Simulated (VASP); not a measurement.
AlB2P3:

```
Al B P
1.0
     2.58122    1.49027    4.10058
    -2.58122    1.49027    4.10058
     0.00000   -2.98053    4.10058
Al B P
1 2 3
Direct
  0.00000 0.00000 0.00000
  0.62652 0.62652 0.62652
  0.37348 0.37348 0.37348
  0.00000 0.50000 0.00000
  0.50000 0.00000 0.00000
  0.00000 0.00000 0.50000
```

| Item | Value |
| --- | --- |
| Program | VASP 6.6.1 |
| Task | relaxation of cell and atoms |
| Functional | PBE |
| Potentials or basis | VASP PAW PBE potentials, release 64 (Al, B, P) |
| Cutoff | 600 eV |
| k mesh | 6 × 6 × 6 |
| Occupations | gaussian, width 0.1 eV |
| Spin | no spin polarisation |

At the start: pressure -7.2 GPa; volume 15.77 Å³/atom.

Q: How do energy, volume and symmetry change on relaxing?

A: Over 41 steps the energy falls by 286.2 meV/atom and the volume is 14.58 Å³/atom (-7.6 %); space group R-3m (No. 166, to 0.05 Å).

Step by step:
| step | energy change (eV) | largest force (eV/Å) | pressure (GPa) | volume (Å³) |
| --- | --- | --- | --- | --- |
| 1 | 0.0000 | 0.0488 | -7.18 | 94.64 |
| 3 | -0.2787 | 0.0010 | 0.30 | 83.95 |
| 5 | -0.3015 | 0.0615 | 0.15 | 83.83 |
| 7 | -0.3016 | 0.0612 | 0.16 | 83.81 |
| 9 | -0.3030 | 0.1135 | -0.60 | 84.64 |
| 11 | -0.3036 | 0.1258 | -0.66 | 84.71 |
| 13 | -0.3069 | 0.1788 | -0.96 | 85.04 |
| 15 | -0.3307 | 0.3735 | -2.18 | 86.37 |
| 17 | -0.5714 | 1.0021 | -6.53 | 91.84 |
| 19 | 130.5185 | 595.0502 | 108.85 | 115.96 |
| 21 | -1.3797 | 0.5817 | -7.95 | 99.80 |
| 23 | -1.3800 | 0.5087 | -7.92 | 99.88 |
| 25 | -1.3809 | 0.5072 | -7.92 | 99.86 |
| 27 | -1.3853 | 0.5063 | -7.88 | 99.76 |
| 29 | -1.4025 | 0.5003 | -7.72 | 99.39 |
| 31 | -1.4673 | 0.4774 | -7.07 | 97.92 |
| 33 | -1.6557 | 0.3756 | -3.88 | 92.18 |
| 35 | -1.7128 | 0.2727 | -0.37 | 87.50 |
| 37 | -1.7143 | 0.2040 | -0.12 | 87.28 |
| 39 | -1.7164 | 0.0299 | 0.06 | 87.36 |
| 41 | -1.7174 | 0.0027 | -0.07 | 87.48 |

Final structure:
```yaml
crystal:
  lattice:
    - [2.45221, 1.41579, 4.19970]
    - [-2.45221, 1.41579, 4.19970]
    - [0.00000, -2.83157, 4.19970]
  atoms:
    - { symbol: Al, position: [0.00000, 0.00000, 0.00000] }
    - { symbol: B, position: [0.56583, 0.56583, 0.56583] }
    - { symbol: B, position: [0.43417, 0.43417, 0.43417] }
    - { symbol: P, position: [0.00000, 0.50000, 0.00000] }
    - { symbol: P, position: [0.50000, 0.00000, 0.00000] }
    - { symbol: P, position: [0.00000, 0.00000, 0.50000] }
```
